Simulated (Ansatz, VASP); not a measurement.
## Two plane-wave programs on NaBe6C3

Contents of INCAR:

```
PREC = Accurate
ENCUT = 520
EDIFF = 1E-7
ISMEAR = 0
SIGMA = 0.1
LREAL = F
LASPH = T
NELM = 80
ALGO = Normal
ISIF = 2
LWAVE = F
LCHARG = F
GGA = PE
NBANDS = 26
```

KPOINTS

```
Automatic mesh
0
Gamma
  4 4 4
```

Contents of POSCAR:

```
NaBe6C3
1.0
    2.7378712200     -6.3258922200      0.0000000000
    2.7378712200      6.3258922200      0.0000000000
    0.0000000000      0.0000000000      4.8510758800
Na Be C
1 6 3
Direct
    0.0000000000      0.0000000000      0.5000000000
    0.0000000000      0.5000000000      0.5000000000
    0.5000000000      0.0000000000      0.5000000000
    0.5890242300      0.4109757700      0.2500000000
    0.5890242300      0.4109757700      0.7500000000
    0.4109757700      0.5890242300      0.2500000000
    0.4109757700      0.5890242300      0.7500000000
    0.6780484600      0.3219515400      0.5000000000
    0.3219515400      0.6780484600      0.5000000000
    0.5000000000      0.5000000000      0.0000000000
```

Input for Ansatz:

```yaml
crystal:
  lattice:
    - [2.73787122, -6.32589222, 0.0]
    - [2.73787122, 6.32589222, 0.0]
    - [0.0, 0.0, 4.85107588]
  atoms:
    - { symbol: Na, position: [0.0, 0.0, 0.5] }
    - { symbol: Be, position: [0.0, 0.5, 0.5] }
    - { symbol: Be, position: [0.5, 0.0, 0.5] }
    - { symbol: Be, position: [0.58902423, 0.41097577, 0.25] }
    - { symbol: Be, position: [0.58902423, 0.41097577, 0.75] }
    - { symbol: Be, position: [0.41097577, 0.58902423, 0.25] }
    - { symbol: Be, position: [0.41097577, 0.58902423, 0.75] }
    - { symbol: C, position: [0.67804846, 0.32195154, 0.5] }
    - { symbol: C, position: [0.32195154, 0.67804846, 0.5] }
    - { symbol: C, position: [0.5, 0.5, 0.0] }
basis:
  ecutwfc: 420
kpoints:
  mp_grid: { grid: [4, 4, 4] }
hamiltonian:
  xc: pbe
scf:
  occupations: { method: gaussian, width: 0.1 }
  lower_state_search: "off"
output:
  forces: true
  stress: true
  eigenvalues: true
```

Alike in both runs: task single point; functional PBE; k mesh 4 × 4 × 4; occupations gaussian, width 0.1 eV; no spin polarisation.

|  | VASP | Ansatz |
| --- | --- | --- |
| version | VASP 6.6.1 | Ansatz 0.2.0 |
| potentials or method | VASP PAW PBE potentials, release 64 (Na_pv, Be, C), cutoff 520 eV | scalar-relativistic, plane waves, PAW |
| valence electrons in the cell | 31 | 33 |

```csv
,VASP,Ansatz,Ansatz less VASP
gap on the k mesh at the Fermi level (eV),none,none,-
pressure (GPa),-0.4,-0.5,-0.01
"traceless stress, the component that is largest in VASP (GPa)",1.92,1.91,-0.009
rms of the force components (eV/Å),0.109,0.109,+0.0001
```

Atom by atom the forces differ by 0.001 eV/Å (rms over components). A gap of «none» marks a metal or a gap that the smearing closes. VASP's potentials hold 31 valence electrons a cell and Ansatz's 33, so a difference there can come from the potentials and not from the codes.
